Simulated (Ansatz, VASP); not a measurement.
**Si2Ni: VASP beside Ansatz**

```
CELL_PARAMETERS angstrom
0.00000 2.69086 2.69086
2.69086 0.00000 2.69086
2.69086 2.69086 0.00000
ATOMIC_POSITIONS crystal
Si 0.25000 0.25000 0.25000
Si 0.75000 0.75000 0.75000
Ni 0.00000 0.00000 0.00000
```

Alike in both runs: functional PBE; dispersion D3(BJ); k mesh 14 × 14 × 14; occupations gaussian, width 0.1 eV; no spin polarisation.

Ansatz relaxed the structure, and its values are those at the end. VASP's run is a single point on that final structure, the one shown.

|  | VASP | Ansatz |
| --- | --- | --- |
| version | VASP 6.6.1 | Ansatz 0.2.0 |
| potentials or method | VASP PAW PBE potentials, release 64 (Si, Ni), cutoff 520 eV | scalar-relativistic, plane waves, PAW |
| valence electrons in the cell | 18 | 26 |

VASP gave:

- gap on the k mesh at the Fermi level (eV): none
- pressure (GPa): -0.1

Estimate Ansatz's values.

gap on the k mesh at the Fermi level (eV): none; pressure (GPa): 0.0.

A gap of «none» marks a metal or a gap that the smearing closes. VASP's potentials hold 18 valence electrons a cell and Ansatz's 26, so a difference there can come from the potentials and not from the codes.
